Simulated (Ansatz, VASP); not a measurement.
# PC in VASP and in Ansatz

```
P C
1.0
    -1.69830    1.69830    1.74491
     1.69830   -1.69830    1.74491
     1.69830    1.69830   -1.74491
P C
1 1
Direct
  0.25000 0.75000 0.50000
  0.00000 0.00000 0.00000
```

Change from the starting cell: species swapped into the SnBi type (I-4m2, No. 119).

Alike in both runs: functional PBE; k mesh 8 × 8 × 8; occupations gaussian, width 0.2 eV; no spin polarisation.

Ansatz relaxed the structure, and its values are those at the end. VASP's run is a single point on that final structure, the one shown.

```csv
,VASP,Ansatz
version,VASP 6.6.1,Ansatz 0.2.0
potentials or method,"VASP PAW PBE potentials, release 64 (P, C), cutoff 600 eV","scalar-relativistic, plane waves, PAW"
valence electrons in the cell,9,9
```

```tsv
	VASP	Ansatz	Ansatz less VASP
gap on the k mesh at the Fermi level (eV)	none	none	-
pressure (GPa)	-0.6	-0.1	+0.46
```

A gap of «none» marks a metal or a gap that the smearing closes.
